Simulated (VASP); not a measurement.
# Ga16O25 (a cell with a defect) in VASP: single point with PBE

Aim: the single point of Ga16O25 (a cell with a defect) with PBE.

All numbers are computed with VASP 6.6.1; they aren't measurements. Logs are shortened: lines on timing, memory, paths and dates and some standing lists are left out, and cuts for length are marked.

## 1. The cell of the first run

The cell holds a defect, 41 atoms: a = 5.399 Å, b = 10.798 Å, c = 10.798 Å, α = 55.86°, β = 55.86°, γ = 55.86°.

## 2. Single point, PBE

File INCAR:

```
SYSTEM = Ga16O25
PREC = Accurate
ENCUT = 520
EDIFF = 1E-6
ISMEAR = -1
SIGMA = 0.01
LREAL = Auto
LASPH = .TRUE.
NELM = 80
ALGO = Normal
ISIF = 2
LWAVE = .FALSE.
LCHARG = .FALSE.
GGA = PE
NBANDS = 205
```

File KPOINTS:

```
Automatic mesh
0
Gamma
  2 2 2
  0.5 0.5 0.5
```

File POSCAR:

```
Ga16O25
1.0
    2.5289754451      1.4601046709      4.5413080054
   -5.0579508901      2.9202093417      9.0826160107
    0.0000000000     -5.8404185822      9.0826160433
Ga O
16 25
Direct
    0.8845487981      0.4271316963      0.4297866138
    0.6764849436      0.3101780507      0.3145557613
    0.1531567050      0.0693119307      0.0706424263
    0.3783131504      0.1722219889      0.1731269797
    0.8547120176      0.4208197870      0.9357344964
    0.6487261379      0.3232838657      0.8194698821
    0.1514808694      0.0717605308      0.5707660897
    0.3636045928      0.1818347775      0.6750746795
    0.8574157308      0.9256188673      0.4273001147
    0.6416467071      0.8212217032      0.3241147970
    0.1345168199      0.5687335405      0.0701112696
    0.3438741939      0.6846991885      0.1637673317
    0.8578119228      0.9302514883      0.9248358842
    0.6420106318      0.8281128646      0.8195352927
    0.1142272157      0.5784891045      0.5994042498
    0.3528098975      0.6835484187      0.6811713504
    0.7621974618      0.2201505960      0.0250487877
    0.4527391847      0.0257897769      0.3733155224
    0.0914669055      0.3642586336      0.2161224257
    0.2703311364      0.2734896795      0.4708989483
    0.9609994415      0.1178475124      0.2741369668
    0.5512050465      0.4719572262      0.1244893268
    0.7621096687      0.2209142418      0.5262314192
    0.4499955772      0.0284450087      0.8727875318
    0.0506273602      0.3728811706      0.7314698339
    0.2587772240      0.2745301129      0.9719670116
    0.9518890182      0.1269395808      0.7742770728
    0.5571823893      0.4757059319      0.6214842916
    0.7454479415      0.7268240379      0.0210030696
    0.2316360650      0.5625841202      0.4119842324
    0.0553304872      0.8753373910      0.2199217633
    0.2460114646      0.7784732757      0.4777510672
    0.9348948830      0.6320546218      0.2630875292
    0.5592640574      0.9720080221      0.1235019869
    0.7282974283      0.7325967778      0.5344260728
    0.4478443796      0.5263448706      0.8736512838
    0.0496755306      0.8785345208      0.7235107139
    0.2527738823      0.7783088759      0.9658617325
    0.9434081374      0.6234393697      0.7863981866
    0.5566057936      0.9755199333      0.6230453112
    0.5763795647      0.5040562426      0.3324665555
```

Potentials or basis: VASP PAW PBE potentials, release 64 (Ga_d, O).

Run with:

```console
$ cat potpaw_PBE.64/Ga_d/POTCAR potpaw_PBE.64/O/POTCAR > POTCAR
$ mpirun -np 1 vasp_std > vasp.out
```

OUTCAR:

```text
SYSTEM = Ga16O25
   PREC = Accurate
   ENCUT = 520
   EDIFF = 1E-6
   ISMEAR = -1
   LREAL = Auto
   LASPH = .TRUE.
   NELM = 80
   ISIF = 2
   GGA = PE

 ion  position               nearest neighbor table
   1  0.885  0.427  0.430-  20 1.90  28 1.94  33 1.97  41 2.00  23 2.18  19 2.25
   2  0.676  0.310  0.315-  21 1.88  41 1.94  20 1.97  22 1.98  23 2.14  19 2.14
   3  0.153  0.069  0.071-  24 1.94  17 1.94  31 1.94  21 2.07  34 2.09  26 2.11   4 2.89
   4  0.378  0.172  0.173-  19 1.89  17 1.92  18 1.94  34 2.06  26 2.11  21 2.15   3 2.89
   5  0.855  0.421  0.936-  22 1.91  26 1.95  39 1.99  17 2.05  25 2.07  36 2.14  15 2.84   6 2.88

   6  0.649  0.323  0.819-  27 1.94  26 1.95  28 1.96  25 2.08  36 2.09  17 2.13   5 2.88
   7  0.151  0.072  0.571-  23 1.93  37 1.95  18 1.96  40 2.09  27 2.11  20 2.12   8 2.91
   8  0.364  0.182  0.675-  23 1.94  24 1.95  25 1.96  20 2.08  40 2.12  27 2.13   7 2.91
   9  0.857  0.926  0.427-  21 1.94  32 1.95  40 1.96  35 2.05  18 2.09  31 2.12  10 2.87
  10  0.642  0.821  0.324-  32 1.95  33 1.96  34 1.96  18 2.09  31 2.12  35 2.13   9 2.87
  11  0.135  0.569  0.070-  19 1.92  36 1.94  29 1.95  33 2.05  22 2.16  38 2.18  12 2.86
  12  0.344  0.685  0.164-  31 1.94  29 1.96  38 2.01  22 2.09  30 2.10  33 2.10  41 2.13  11 2.86
                            14 2.90
  13  0.858  0.930  0.925-  38 1.94  34 1.95  27 1.95  37 2.07  24 2.09  29 2.12  14 2.86
  14  0.642  0.828  0.820-  40 1.93  38 1.95  39 1.96  29 2.06  24 2.07  37 2.09  13 2.86  12 2.90

  15  0.114  0.578  0.599-  30 1.83  39 1.92  25 1.96  35 2.01  28 2.09  32 2.09  16 2.79   5 2.84

  16  0.353  0.684  0.681-  35 1.89  37 1.92  36 1.93  32 2.11  39 2.14  28 2.17  15 2.79
  17  0.762  0.220  0.025-   4 1.92   3 1.94   5 2.05   6 2.13
  18  0.453  0.026  0.373-   4 1.94   7 1.96   9 2.09  10 2.09
  19  0.091  0.364  0.216-   4 1.89  11 1.92   2 2.14   1 2.25
  20  0.270  0.273  0.471-   1 1.90   2 1.97   8 2.08   7 2.12
  21  0.961  0.118  0.274-   2 1.88   9 1.94   3 2.07   4 2.15
  22  0.551  0.472  0.124-   5 1.91   2 1.98  12 2.09  11 2.16
  23  0.762  0.221  0.526-   7 1.93   8 1.94   2 2.14   1 2.18
  24  0.450  0.028  0.873-   3 1.94   8 1.95  14 2.07  13 2.09
  25  0.051  0.373  0.731-   8 1.96  15 1.96   5 2.07   6 2.08
  26  0.259  0.275  0.972-   6 1.95   5 1.95   4 2.11   3 2.11
  27  0.952  0.127  0.774-   6 1.94  13 1.95   7 2.11   8 2.13
  28  0.557  0.476  0.621-   1 1.94   6 1.96  15 2.09  16 2.17
  29  0.745  0.727  0.021-  11 1.95  12 1.96  14 2.06  13 2.12
  30  0.232  0.563  0.412-  41 1.45  15 1.83  12 2.10
  31  0.055  0.875  0.220-   3 1.94  12 1.94   9 2.12  10 2.12
  32  0.246  0.778  0.478-   9 1.95  10 1.95  15 2.09  16 2.11
  33  0.935  0.632  0.263-  10 1.96   1 1.97  11 2.05  12 2.10
  34  0.559  0.972  0.124-  13 1.95  10 1.96   4 2.06   3 2.09
  35  0.728  0.733  0.534-  16 1.89  15 2.01   9 2.05  10 2.13
  36  0.448  0.526  0.874-  16 1.93  11 1.94   6 2.09   5 2.14
  37  0.050  0.879  0.724-  16 1.92   7 1.95  13 2.07  14 2.09
  38  0.253  0.778  0.966-  13 1.94  14 1.95  12 2.01  11 2.18
  39  0.943  0.623  0.786-  15 1.92  14 1.96   5 1.99  16 2.14
  40  0.557  0.976  0.623-  14 1.93   9 1.96   7 2.09   8 2.12
[... 212 lines left out ...]
   ISMEAR =    -1;   SIGMA  =   0.01  broadening in eV -4-tet -1-fermi 0-gaus
   EFERMI_NEDOS =   21; number of points for ismear=-14 and -15
   IALGO  =     38    algorithm
   IMIX   =      4    mixing-type and parameters
     AMIX     =   0.40;   BMIX     =  1.00
     AMIX_MAG =   1.60;   BMIX_MAG =  1.00
  volume/ion in A,a.u.               =       9.82        66.24
  Fermi-wavevector in a.u.,A,eV,Ry     =   1.574450  2.975279 33.727389  2.478893
  Thomas-Fermi vector in A             =   2.675583
   LORBIT       =      0    0 simple, 1 ext, 2 COOP (PROOUT), +10 PAW based schemes
   GGA     = PE    functional components
   LHFCALC =     F    Hartree Fock is set to
   AEXX    =    0.0000 exact exchange contribution
   IVDW    =     0    specifies the selected vdW correction
   LEPSILON=     F    determine dielectric tensor
   LRPA    =     F    only Hartree local field effects (RPA)
 non-spin polarized calculation
  energy-cutoff  :      520.00
  volume of cell :      402.46
 maximum number of plane-waves:     10842
   NGX = 21   NGY = 41   NGZ = 41

 number of electron     358.0000006 magnetization

 Free energy of the ion-electron system (eV)
  ---------------------------------------------------
  ext. energy  EPLUGINS =         0.00000000
  ---------------------------------------------------
  free energy    TOTEN  =      -239.36767767 eV

  energy without entropy =     -239.36767767  energy(sigma->0) =     -239.36767767

 E-fermi :   5.3069     XC(G=0): -12.0627

 val. band max:        5.0115475399   @ k =   0.2500   0.2500   0.2500
 cond. band min:       7.8303577434   @ k =   0.2500   0.2500   0.2500
 fundamental gap:      2.8188102035
 Fermi energy:         5.3069214902

 k-point     1 :       0.2500    0.2500    0.2500
  band No.  band energies     occupation
      1     -17.1621      2.00000
      2     -14.2751      2.00000
      3     -13.6402      2.00000
      4     -13.5488      2.00000
      5     -13.4893      2.00000
      6     -13.4646      2.00000
[... 765 lines left out ...]
    190      11.1568      0.00000
    191      11.2758      0.00000
 [bands above 191 left out]

------------------------ aborting loop because EDIFF is reached ----------------------------------------

  FORCE on cell =-STRESS in cart. coord.  units (eV):
  Direction    XX          YY          ZZ          XY          YZ          ZX
  --------------------------------------------------------------------------------------
  -------------------------------------------------------------------------------------
  Total       18.1088502     15.5824761     13.5957055      1.9587637     -3.0949284     -0.1416629
  in kB       72.0909354     62.0334957     54.1242053      7.7977954    -12.3208423     -0.5639571
  external PRESSURE =      62.7495454 kB  Pullay stress =       0.0000000 kB

 VOLUME and BASIS-vectors are now :
 -----------------------------------------------------------------------------
  energy-cutoff  :      520.00
  volume of cell :      402.46
      direct lattice vectors                 reciprocal lattice vectors
     2.528975445  1.460104671  4.541308005     0.197708523  0.114147069  0.073400291
    -5.057950890  2.920209342  9.082616011    -0.098854262  0.057073535  0.036700146
     0.000000000 -5.840418582  9.082616043     0.000000000 -0.114147069  0.036700146

 POSITION                                       TOTAL-FORCE (eV/Angst)
 -----------------------------------------------------------------------------------
      0.07659      0.02871     11.80007         0.010318      0.008372     -0.009781
      0.14195      0.05639      8.74634         0.005304     -0.005372     -0.009192
      0.03675      0.01345      1.96668         0.000164     -0.000339     -0.018684
      0.08565      0.04417      4.85471        -0.004490     -0.009506      0.001732
      0.03306     -2.98823     16.20257        -0.009148      0.005297      0.014068
      0.00546     -2.89478     13.32526         0.003915     -0.014465     -0.011059
[... 33 lines left out ...]
     -3.52649      0.02258     17.04687        -0.004624     -0.007445     -0.002628
     -1.09184      0.37178     10.21533         0.195440      0.132153      0.065296
 -----------------------------------------------------------------------------------
    total drift:                                0.008008     -0.017526     -0.014103

  FREE ENERGIE OF THE ION-ELECTRON SYSTEM (eV)
  ---------------------------------------------------
  free  energy   TOTEN  =      -239.3676776714 eV

  energy  without entropy=     -239.3676776714  energy(sigma->0) =     -239.36767767
```

stdout:

```text
POSCAR found type information on POSCAR GaO
 POSCAR found :  2 types and      41 ions
 scaLAPACK will be used
 LDA part: xc-table for (Slater+PW92), standard interpolation
 POSCAR, INCAR and KPOINTS ok, starting setup
 FFT: planning ... GRIDC
 FFT: planning ... GRID_SOFT
 FFT: planning ... GRID
 WAVECAR not read
 entering main loop
```

Run time: 19 min. Hardware: 1 thread of Intel Xeon Platinum 8259CL at 2.50GHz (Skylake/Cascade Lake), shared host; peak memory 0.66 GiB.

Results:

| Property | Result |
| --- | --- |
| Free energy | -239.3677 eV |
| Pressure | 6.3 GPa |
| Largest force | 0.245 eV/Å |
| Band gap on the k mesh | 2.82 eV |

Forces in eV/Å, atoms in the order of the input:
```
Ga   0.010  0.008 -0.010
Ga   0.005 -0.005 -0.009
Ga   0.000  0.000 -0.019
Ga  -0.004 -0.010  0.002
Ga  -0.009  0.005  0.014
Ga   0.004 -0.014 -0.011
Ga  -0.010  0.017 -0.016
Ga  -0.004 -0.002  0.013
Ga  -0.007  0.009  0.011
Ga   0.015  0.002 -0.019
Ga  -0.015  0.001 -0.009
Ga  -0.001  0.010  0.024
Ga   0.005 -0.010  0.018
Ga  -0.002  0.000 -0.021
Ga   0.007  0.005 -0.013
Ga   0.005 -0.005  0.004
O    0.009  0.019  0.004
O    0.002 -0.006  0.004
O   -0.006 -0.013  0.022
O    0.019 -0.008 -0.001
O    0.017 -0.002  0.006
O   -0.002 -0.009 -0.012
O    0.001  0.035  0.014
O    0.004  0.006  0.005
O   -0.015 -0.008 -0.011
O    0.012 -0.009 -0.001
O    0.004  0.004  0.010
O   -0.019 -0.003  0.003
O    0.002  0.024  0.010
O   -0.179 -0.130 -0.066
O   -0.024  0.000 -0.013
O    0.003 -0.015  0.004
O    0.003  0.002  0.002
O   -0.003 -0.008  0.001
O   -0.014  0.016  0.008
O    0.004  0.004  0.002
O   -0.006 -0.009 -0.012
O    0.006 -0.011 -0.023
O   -0.006 -0.014  0.022
O   -0.005 -0.007 -0.003
O    0.195  0.132  0.065
```

Stress tensor (GPa, compression positive):
```
 7.21  0.78 -0.06
 0.78  6.20 -1.23
-0.06 -1.23  5.41
```

Caveat: the k points lie up to 0.58 Å⁻¹ apart.
